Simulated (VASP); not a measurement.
Set up this calculation in VASP 6.6.1, as the native input.

```
Task                   : single point
Functional             : PBE
Potentials or basis    : VASP PAW PBE potentials, release 64 (Ru_pv, Au)
Cutoff                 : 520 eV
k mesh                 : 7 × 7 × 7
Occupations            : fermi-dirac, width 0.05 eV
Spin                   : no spin polarisation
Dipole correction      : no
Further INCAR settings : ALGO = Fast; EDIFF = 1e-07; NBANDS = 20
```

The structure of RuAu lies in POSCAR:

```
RuAu
1.0
    3.1648100000     -0.0316481000      0.0000000000
   -0.0316481000      3.1648100000      0.0000000000
    0.0000000000      0.0000000000      3.1648100000
Ru Au
1 1
Direct
    0.0000000000      0.0000000000      0.0000000000
    0.5000000000      0.5000000000      0.5000000000
```

The input as run:

INCAR

```
ALGO     = Fast           # electronic algorithm
EDIFF    = 1E-7           # SCF threshold, eV
ENCUT    = 520            # plane-wave cutoff, eV
GGA      = PE             # functional
ISIF     = 2              # what is computed and relaxed
ISMEAR   = -1             # smearing method
LASPH    = True           # aspherical terms in the spheres
LCHARG   = False          # write CHGCAR
LREAL    = False          # projectors in reciprocal space
LWAVE    = False          # write WAVECAR
NBANDS   = 20             # bands
NELM     = 100            # most SCF steps
PREC     = Accurate       # precision mode
SIGMA    = 0.05           # smearing width, eV
```

KPOINTS

```
k-points
0
Gamma
  7 7 7
```

Potentials or basis: VASP PAW PBE potentials, release 64 (Ru_pv, Au).

Command:

```bash
$ cat potpaw_PBE.64/Ru_pv/POTCAR potpaw_PBE.64/Au/POTCAR > POTCAR
$ mpirun -np 1 vasp_std > vasp.out
```

It gave:

The pressure is -0.1 GPa.

Wall time 26 s on 1 thread of Intel(R) Xeon(R) Platinum 8488C (Sapphire Rapids), with other jobs on the host, peak memory 0.16 GiB.
